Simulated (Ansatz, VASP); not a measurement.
Na in VASP and in Ansatz

```
CELL_PARAMETERS angstrom
0.00000 3.63896 3.63896
3.63896 0.00000 3.63896
3.63896 3.63896 0.00000
ATOMIC_POSITIONS crystal
Na 0.87500 0.87500 0.87500
Na 0.12500 0.12500 0.12500
```

Alike in both runs: task single point; functional LDA; k mesh 10 × 10 × 10; occupations fermi-dirac, width 0.08 eV; no spin polarisation.

```csv
,VASP,Ansatz
version,VASP 6.6.1,Ansatz 0.2.0
potentials or method,"VASP PAW LDA potentials, release 64 (Na_pv), cutoff 520 eV","all-electron LAPW, scalar-relativistic"
```

```csv
,VASP,Ansatz,Ansatz less VASP
pressure (GPa),0.0,0.0,+0.01
```

LDA's correlation is that of Perdew and Zunger in VASP and of Perdew and Wang (1992) in Ansatz. Ansatz ran all-electron here, and VASP with PAW potentials.
